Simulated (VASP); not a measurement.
Here is a VASP 6.6.1 calculation.

Contents of INCAR:

```
PREC     = Accurate       # precision mode
ENCUT    = 520            # plane-wave cutoff, eV
EDIFF    = 1E-7           # SCF threshold, eV
ISMEAR   = -1             # smearing method
SIGMA    = 0.05           # smearing width, eV
LREAL    = F              # projectors in reciprocal space
LASPH    = T              # aspherical terms in the spheres
NELM     = 100            # most SCF steps
ALGO     = Normal         # electronic algorithm
ISIF     = 2              # what is computed and relaxed
LWAVE    = F              # write WAVECAR
LCHARG   = T              # write CHGCAR
GGA      = PS             # functional
LELF     = T              # ELF
LVHAR    = T            
NBANDS   = 12             # bands
```

The input KPOINTS:

```
Automatic mesh
0
Gamma
  14 14 14
```

The input POSCAR:

```
Cu
1.0
   -1.4664495488      1.4664495488      1.3986437151
    1.4664495488     -1.4664495488      1.3986437151
    1.4664495488      1.4664495488     -1.3986437151
Cu
1
Direct
    0.0000000000      0.0000000000      0.0000000000
```

Potentials or basis: VASP PAW PBE potentials, release 64 (Cu).

Command:

```bash
$ cat potpaw_PBE.64/Cu/POTCAR > POTCAR
$ mpirun -np 1 vasp_std > vasp.out
```

(1) What does it give for the band gap on the k mesh?

(2) What does it give for the pressure?

Results:

(1) zero (an odd number of electrons rules out a gap without spin polarisation).

(2) -7.6 GPa.

Caveat: the cell stands under tension; the PAW data sets were made with another functional, which shifts forces and pressure a little.
